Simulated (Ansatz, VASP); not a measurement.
# TePb: VASP beside Ansatz

```
Pb Te
1.0
     0.00000    3.26784    3.26784
     3.26784    0.00000    3.26784
     3.26784    3.26784    0.00000
Pb Te
1 1
Direct
  0.00000 0.00000 0.00000
  0.50000 0.50000 0.50000
```

Alike in both runs: task single point; functional PBE; k mesh 8 × 8 × 8; occupations fermi-dirac, width 0.02 eV; no spin polarisation.

```csv
,VASP,Ansatz
version,VASP 6.6.1,Ansatz 0.2.0
potentials or method,"VASP PAW PBE potentials, release 64 (Pb_d, Te)","plane waves, PAW"
plane-wave cutoff (eV),520,420
valence electrons in the cell,20,30
```

|  | VASP | Ansatz | Ansatz less VASP |
| --- | --- | --- | --- |
| gap on the k mesh at the Fermi level (eV) | 0.80 | 0.80 | -0.004 |
| pressure (GPa) | 0.6 | 0.6 | +0.06 |

VASP's potentials hold 20 valence electrons a cell and Ansatz's 30, so a difference there can come from the potentials and not from the codes.

Spin-orbit coupling is off throughout.
